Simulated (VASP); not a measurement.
A run of VASP 6.6.1 is set up as follows.

INCAR

```
SYSTEM = Si2W
PREC = Accurate
ENCUT = 520
EDIFF = 1E-7
ISMEAR = -1
SIGMA = 0.05
LREAL = .FALSE.
LASPH = .TRUE.
NELM = 60
ALGO = Normal
ISIF = 2
LWAVE = .FALSE.
LCHARG = .FALSE.
GGA = PE
NBANDS = 18
```

The input KPOINTS:

```
regular mesh
0
G
  11 11 14
  0 0 0
```

File POSCAR:

```
Si2W
1.0
   -1.6337300000      1.5943300000      3.9400000000
    1.5943300000     -1.6337300000      3.9400000000
    1.6176700000      1.6176700000     -3.9560600000
Si W
2 1
Direct
    0.3330000000      0.3330000000      0.0000000000
    0.6670000000      0.6670000000      0.0000000000
    0.0000000000      0.0000000000      0.0000000000
```

Potentials or basis: VASP PAW PBE potentials, release 64 (Si, W_sv).

Command:

```console
$ cat potpaw_PBE.64/Si/POTCAR potpaw_PBE.64/W_sv/POTCAR > POTCAR
$ mpirun -np 1 vasp_std > vasp.out
```

(1) Predict the pressure.

(2) Predict the largest force.

(3) Predict the band gap on the k mesh.

Results:

(1) 1.8 GPa.

(2) 0.206 eV/Å.

(3) zero (bands 11 and 12 overlap by 1.21 eV).

Caveat: the cell differs from its parent crystal (equal xy, yz and zx shear strains of -1 %); spin-orbit coupling is left out, which moves the levels of the heavy elements.
